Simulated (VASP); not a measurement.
# KRu (R-3m) in VASP: notebook

KRu is run at these levels: PBE; tasks: single point, relaxation of cell and atoms.

Everything below comes from runs of VASP 6.6.1. Logs are shortened: lines on timing, memory, paths and dates and some standing lists are left out, and cuts for length are marked.

**1. The cell of the first run**

It takes space group R-3m (No. 166, trigonal). Conventional cell: a = 2.821 Å, b = 2.821 Å, c = 17.249 Å, α = 90.00°, β = 90.00°, γ = 120.00°. Within 3.7 Å of K (site symmetry -3m) lie 6 K at 2.82 Å and 6 Ru at 3.30 Å. Within 3.7 Å of Ru (site symmetry -3m) lie 6 Ru at 2.82 Å and 6 K at 3.30 Å.

**2. Single point, PBE**

Input file INCAR:

```
SYSTEM = KRu
PREC = Accurate ; ENCUT = 520
EDIFF = 1E-7 ; ISMEAR = 0
SIGMA = 0.1 ; LREAL = .FALSE.
LASPH = .TRUE. ; NELM = 60
ALGO = Normal ; ISIF = 2
LWAVE = .FALSE. ; LCHARG = .TRUE.
GGA = PE ; LELF = .TRUE.
LVHAR = .TRUE. ; NBANDS = 18
```

Input file KPOINTS:

```
Automatic mesh
0
G
  6 6 6
  0 0 0
```

Input file POSCAR:

```
KRu
1.0
    1.4103996538      0.8142946197      5.7497207712
   -1.4103996538      0.8142946197      5.7497207712
    0.0000000000     -1.6285892396      5.7497207712
K Ru
1 1
Direct
    0.0000000000      0.0000000000      0.0000000000
    0.5000000000      0.5000000000      0.5000000000
```

Potentials or basis: VASP PAW PBE potentials, release 64 (K_sv, Ru_pv).

Command:

```bash
$ cat potpaw_PBE.64/K_sv/POTCAR potpaw_PBE.64/Ru_pv/POTCAR > POTCAR
$ mpirun -np 1 vasp_std > vasp.out
```

OUTCAR:

```text
SYSTEM = KRu
   PREC = Accurate
   ENCUT = 520
   EDIFF = 1E-7
   ISMEAR = 0
   LREAL = .FALSE.
   LASPH = .TRUE.
   NELM = 60
   ISIF = 2
   GGA = PE

 ion  position               nearest neighbor table
   1  0.000  0.000  0.000-   2 3.30   2 3.30   2 3.30   2 3.30   2 3.30   2 3.30
   2  0.500  0.500  0.500-   1 3.30   1 3.30   1 3.30   1 3.30   1 3.30   1 3.30

  LATTYP: Found a trigonal (rhomboedric) cell.
 ALAT       =     5.9759176582
 COS(alpha) =     0.8885948747

  Lattice vectors:

 A1 = (   1.4103996538,   0.8142946197,   5.7497207712)
 A2 = (  -1.4103996538,   0.8142946197,   5.7497207712)
 A3 = (   0.0000000000,  -1.6285892396,   5.7497207712)

Analysis of symmetry for initial positions (statically):
=====================================================================
 Subroutine PRICEL returns:
 Original cell was already a primitive cell.

 Routine SETGRP: Setting up the symmetry group for a
 trigonal (rhombohedral) supercell.

 Subroutine GETGRP returns: Found 12 space group operations
 (whereof 12 operations were pure point group operations)
 out of a pool of 12 trial point group operations.

The static configuration has the point symmetry D_3d.

Analysis of symmetry for dynamics (positions and initial velocities):
=====================================================================
 Subroutine PRICEL returns:
 Original cell was already a primitive cell.

 Routine SETGRP: Setting up the symmetry group for a
 trigonal (rhombohedral) supercell.

 Subroutine GETGRP returns: Found 12 space group operations
 (whereof 12 operations were pure point group operations)
 out of a pool of 12 trial point group operations.

The dynamic configuration has the point symmetry D_3d.

 Subroutine INISYM returns: Found 12 space group operations
 (whereof 12 operations are pure point group operations),
 and found     1 'primitive' translations

----------------------------------------------------------------------------------------

                                     Primitive cell

  volume of cell :      39.6207

  direct lattice vectors                    reciprocal lattice vectors
     1.410399654  0.814294620  5.749720771     0.354509446  0.204676124  0.057973830
    -1.410399654  0.814294620  5.749720771    -0.354509446  0.204676124  0.057973830
     0.000000000 -1.628589240  5.749720771     0.000000000 -0.409352248  0.057973830

  length of vectors
     5.975917658  5.975917658  5.975917658     0.413437091  0.413437091  0.413437091

  position of ions in fractional coordinates (direct lattice)
     0.000000000  0.000000000  0.000000000
     0.500000000  0.500000000  0.500000000

  ion indices of the primitive-cell ions
   primitive index   ion index
                 1           1
                 2           2

----------------------------------------------------------------------------------------

 KPOINTS: Automatic mesh

Automatic generation of k-mesh.
 Grid dimensions read from file:
 generate k-points for:    6    6    6

 Generating k-lattice:

  Cartesian coordinates                     Fractional coordinates (reciprocal lattice)
     0.059084908  0.034112687  0.009662305     0.166666667  0.000000000  0.000000000
    -0.059084908  0.034112687  0.009662305     0.000000000  0.166666667  0.000000000
     0.000000000 -0.068225375  0.009662305     0.000000000  0.000000000  0.166666667

  Length of vectors
     0.068906182  0.068906182  0.068906182

  Shift w.r.t. Gamma in fractional coordinates (k-lattice)
     0.000000000  0.000000000  0.000000000

 Subroutine IBZKPT returns following result:
 ===========================================

 Found     32 irreducible k-points:

 Following reciprocal coordinates:
            Coordinates               Weight
  0.000000  0.000000  0.000000      1.000000
  0.166667  0.000000  0.000000      6.000000
  0.333333 -0.000000  0.000000      6.000000
  0.500000  0.000000 -0.000000      3.000000
  0.166667  0.166667  0.000000      6.000000
  0.333333  0.166667 -0.000000     12.000000
[... 16 lines left out ...]
  0.500000  0.500000  0.166667      6.000000
 -0.333333  0.500000  0.166667     12.000000
 [... further k-points ...]
   k-points           NKPTS =     32   k-points in BZ     NKDIM =     32   number of bands    NBANDS=     18
   number of dos      NEDOS =    301   number of ions     NIONS =      2
   total plane-waves  NPLWV = 110592
   dimension x,y,z NGX =    48 NGY =   48 NGZ =   48
   dimension x,y,z NGXF=    96 NGYF=   96 NGZF=   96
   ions per type =               1   1
   NGX,Y,Z   is equivalent  to a cutoff of  13.35, 13.35, 13.35 a.u.
   NGXF,Y,Z  is equivalent  to a cutoff of  26.71, 26.71, 26.71 a.u.
 SYSTEM =  KRu
   PREC   = accura    normal or accurate (medium, high low for compatibility)
   ISTART =      0    job   : 0-new  1-cont  2-samecut
   ICHARG =      2    charge: 1-file 2-atom 10-const
   ISPIN  =      1    spin polarized calculation?
   LNONCOLLINEAR =      F non collinear calculations
   LSORBIT =      F    spin-orbit coupling
   LASPH  =      T    aspherical Exc in radial PAW
   ENCUT  =  520.0 eV  38.22 Ry    6.18 a.u.  11.11 11.11 11.11*2*pi/ulx,y,z
   NELM   =     60;   NELMIN=  2; NELMDL= -5     # of ELM steps
   EDIFF  = 0.1E-06   stopping-criterion for ELM
   LREAL  =      F    real-space projection
   EDIFFG = 0.1E-05   stopping-criterion for IOM
   NSW    =      0    number of steps for IOM
   IBRION =     -1    ionic relax: 0-MD 1-quasi-New 2-CG
   NFREE  =      0    steps in history (QN), initial steepest desc. (CG)
   ISIF   =      2    stress and relaxation
   ISYM   =      2    0-nonsym 1-usesym 2-fastsym
   POTIM  = 0.5000    time-step for ionic-motion
   TEBEG  =    0.0;   TEEND  =   0.0 temperature during run
   PSTRESS=    0.0 pullay stress
   NELECT =      23.0000    total number of electrons
   NUPDOWN=      -1.0000    fix difference up-down
   EMIN   =  10.00;   EMAX   =-10.00  energy-range for DOS
   EFERMI =   0.00;   METHOD = LEGACY
   ISMEAR =     0;   SIGMA  =   0.10  broadening in eV -4-tet -1-fermi 0-gaus
   EFERMI_NEDOS =   21; number of points for ismear=-14 and -15
   IALGO  =     38    algorithm
   IMIX   =      4    mixing-type and parameters
     AMIX     =   0.40;   BMIX     =  1.00
     AMIX_MAG =   1.60;   BMIX_MAG =  1.00
  volume/ion in A,a.u.               =      19.81       133.69
  Fermi-wavevector in a.u.,A,eV,Ry     =   1.365663  2.580729 25.375345  1.865035
  Thomas-Fermi vector in A             =   2.491872
   LORBIT       =      0    0 simple, 1 ext, 2 COOP (PROOUT), +10 PAW based schemes
   GGA     = PE    functional components
   LHFCALC =     F    Hartree Fock is set to
   AEXX    =    0.0000 exact exchange contribution
   IVDW    =     0    specifies the selected vdW correction
   LEPSILON=     F    determine dielectric tensor
   LRPA    =     F    only Hartree local field effects (RPA)
 non-spin polarized calculation
 Gauss-broadening in eV      SIGMA  =   0.10
  energy-cutoff  :      520.00
  volume of cell :       39.62
 maximum number of plane-waves:      1082
 NGX is ok and might be reduce to    48
   NGX = 23   NGY = 23   NGZ = 23

 number of electron      23.0000002 magnetization

 Free energy of the ion-electron system (eV)
  ---------------------------------------------------
  ext. energy  EPLUGINS =         0.00000000
  ---------------------------------------------------
  free energy    TOTEN  =        -7.67247138 eV

  energy without entropy =       -7.66240727  energy(sigma->0) =       -7.66743932

 E-fermi :   5.7361     XC(G=0): -10.9089

 val. band max:        5.7225478767   @ k =   0.5000   0.5000   0.1667
 cond. band min:       5.7903888410   @ k =   0.5000   0.5000  -0.0000
 fundamental gap:      0.0678409643
 Fermi energy:         5.7360613105

 k-point     1 :       0.0000    0.0000    0.0000
  band No.  band energies     occupation
      1     -36.3491      2.00000
      2     -36.1043      2.00000
      3     -36.1043      2.00000
      4     -27.0285      2.00000
      5     -10.1226      2.00000
      6      -8.6999      2.00000
[... 10 lines left out ...]
     17      11.6335      0.00000
     18      14.7453      0.00000

 k-point     2 :       0.1667    0.0000    0.0000
  band No.  band energies     occupation
      1     -36.3326      2.00000
      2     -36.2250      2.00000
      3     -36.1332      2.00000
      4     -26.8398      2.00000
      5      -9.9487      2.00000
      6      -9.5976      2.00000
[... 10 lines left out ...]
     17      12.7470      0.00000
     18      14.1806      0.00000

 k-point     3 :       0.3333   -0.0000    0.0000
  band No.  band energies     occupation
      1     -36.4615      2.00000
      2     -36.2996      2.00000
      3     -36.1905      2.00000
      4     -26.4319      2.00000
      5     -11.1824      2.00000
      6      -9.5768      2.00000
[... 10 lines left out ...]
     17      13.7961      0.00000
     18      14.1876      0.00000

 k-point     4 :       0.5000    0.0000   -0.0000
  band No.  band energies     occupation
      1     -36.5774      2.00000
      2     -36.2830      2.00000
      3     -36.2190      2.00000
      4     -26.2098      2.00000
      5     -11.9115      2.00000
      6      -9.3987      2.00000
[... 375 lines left out ...]
      4     -26.2134      2.00000
      5     -11.5341      2.00000
      6      -9.9153      2.00000
[... 10 lines left out ...]
     17      12.4947      0.00000
     18      14.6380      0.00000

 k-point    23 :       0.5000    0.5000    0.1667
  band No.  band energies     occupation
      1     -36.4615      2.00000
      2     -36.2997      2.00000
      3     -36.1905      2.00000
      4     -26.4318      2.00000
      5     -11.1771      2.00000
      6      -9.5771      2.00000
[... 10 lines left out ...]
     17      12.8573      0.00000
     18      14.4918      0.00000

 k-point    24 :      -0.3333    0.5000    0.1667
  band No.  band energies     occupation
      1     -36.5178      2.00000
      2     -36.2831      2.00000
      3     -36.2810      2.00000
      4     -26.2134      2.00000
      5     -11.5312      2.00000
      6      -9.9156      2.00000
[... 10 lines left out ...]
     17      12.6014      0.00000
     18      13.0006      0.00000

 [... further k-points ...]

------------------------ aborting loop because EDIFF is reached ----------------------------------------

  FORCE on cell =-STRESS in cart. coord.  units (eV):
  Direction    XX          YY          ZZ          XY          YZ          ZX
  --------------------------------------------------------------------------------------
  -------------------------------------------------------------------------------------
  Total        0.0780695      0.0780695      0.1051345      0.0000000     -0.0000000      0.0000000
  in kB        3.1569685      3.1569685      4.2514209      0.0000000     -0.0000000      0.0000000
  external PRESSURE =       3.5217860 kB  Pullay stress =       0.0000000 kB

 VOLUME and BASIS-vectors are now :
 -----------------------------------------------------------------------------
  energy-cutoff  :      520.00
  volume of cell :       39.62
      direct lattice vectors                 reciprocal lattice vectors
     1.410399654  0.814294620  5.749720771     0.354509446  0.204676124  0.057973830
    -1.410399654  0.814294620  5.749720771    -0.354509446  0.204676124  0.057973830
     0.000000000 -1.628589240  5.749720771     0.000000000 -0.409352248  0.057973830

 POSITION                                       TOTAL-FORCE (eV/Angst)
 -----------------------------------------------------------------------------------
      0.00000      0.00000      0.00000        -0.000000     -0.000000      0.000000
      0.00000     -0.00000      8.62458         0.000000      0.000000     -0.000000
 -----------------------------------------------------------------------------------
    total drift:                                0.000000      0.000000     -0.000000

  FREE ENERGIE OF THE ION-ELECTRON SYSTEM (eV)
  ---------------------------------------------------
  free  energy   TOTEN  =        -7.6724713765 eV

  energy  without entropy=       -7.6624072652  energy(sigma->0) =       -7.66743932
```

Wall time 75 s (1 thread of Intel Xeon Platinum 8488C (Sapphire Rapids), shared host); peak memory 0.31 GiB.

Results:

```
Free energy            : -7.6725 eV
Pressure               : 0.4 GPa
Band gap on the k mesh : zero (an odd number of electrons rules out a gap without spin polarisation)
```

Caveat: the k points lie up to 0.43 Å⁻¹ apart, too coarse for converged energies and pressures of a metal.

**3. Relaxation of cell and atoms, PBE**

This run uses another cell than the first one, of 24.06 Å³/atom.

Input file INCAR:

```
SYSTEM = KRu
  ALGO = Normal
  EDIFF = 1E-7
  EDIFFG = -0.04
  ENCUT = 600
  GGA = PE
  IBRION = 2
  ISIF = 3
  ISMEAR = 0
  LASPH = .TRUE.
  LCHARG = .FALSE.
  LREAL = .FALSE.
  LWAVE = .FALSE.
  NELM = 60
  NSW = 90
  PREC = Accurate
  SIGMA = 0.1
```

Input file KPOINTS:

```
k-points
0
G
  6 6 6
  0 0 0
```

Input file POSCAR:

```
KRu
1.0
    1.6338154534      0.9432837918      5.2040047776
   -1.6338154534      0.9432837918      5.2040047776
    0.0000000000     -1.8865675837      5.2040047776
K Ru
1 1
Direct
    0.0000000000      0.0000000000      0.0000000000
    0.5000000000      0.5000000000      0.5000000000
```

Potentials or basis: VASP PAW PBE potentials, release 64 (K_sv, Ru_pv).

Command:

```bash
$ cat potpaw_PBE.64/K_sv/POTCAR potpaw_PBE.64/Ru_pv/POTCAR > POTCAR
$ mpirun -np 1 vasp_std > vasp.out
```

Run time: 4.6 min. Hardware: 1 thread of Intel Xeon Platinum 8488C (Sapphire Rapids), shared host; peak memory 0.38 GiB.

Results (log left out):

- Free energy: -7.6736 eV
- Relaxed volume: 19.93 Å³/atom
- Relaxed cell: a = 5.986 Å, b = 5.986 Å, c = 5.986 Å, α = 27.31°, β = 27.31°, γ = 27.31°
- Space group after relaxing (to 0.1 Å): R-3m (No. 166)
- Energy gained by relaxing: 401.8 meV/atom
- Ionic steps: 7
- Pressure after relaxing: -0.1 GPa
- Band gap on the k mesh: zero (an odd number of electrons rules out a gap without spin polarisation)

Stress tensor (GPa, compression positive):
```
-0.13  0.00  0.00
 0.00 -0.13  0.00
 0.00  0.00  0.07
```

The path:
```tsv
step	energy change (eV)	largest force (eV/Å)	pressure (GPa)	volume (Å³)
1	0.0000	0.0000	-4.92	48.12
2	-0.6146	0.0000	-3.83	42.87
3	-0.7995	0.0000	0.67	39.43
4	-0.7999	0.0000	1.45	39.07
5	-0.8027	0.0000	-0.30	40.01
6	-0.8033	0.0000	0.21	39.72
7	-0.8035	0.0000	-0.07	39.86
```

Final structure:
```
K Ru
1.0
     1.41340    0.81603    5.75933
    -1.41340    0.81603    5.75933
     0.00000   -1.63205    5.75933
K Ru
1 1
Direct
  0.00000 0.00000 0.00000
  0.50000 0.50000 0.50000
```

Levels at points of the mesh, in eV from the Fermi level:
```tsv
k point	band 8	band 9	band 10	band 11	band 12	band 13	band 14	band 15
(0.00, 0.00, 0.00)	-4.83	-2.47	-1.05	-1.05	0.68	0.68	1.39	2.08
(0.50, 0.00, 0.00)	-3.44	-2.39	-0.45	0.11	0.80	1.21	2.04	3.02
(0.50, 0.50, 0.00)	-3.51	-2.75	-1.27	0.05	1.67	2.04	2.64	3.54
(0.50, 0.50, 0.50)	-4.37	-1.56	-1.12	-1.05	-1.05	0.70	0.70	2.56
```

Caveat: the k points lie up to 0.43 Å⁻¹ apart in the final cell, too coarse for converged energies and pressures of a metal; the volume moved by over 15 % at a fixed basis, so the end points are rough.

The gap in the log of VASP goes by the Fermi energy; the results here count the filled bands.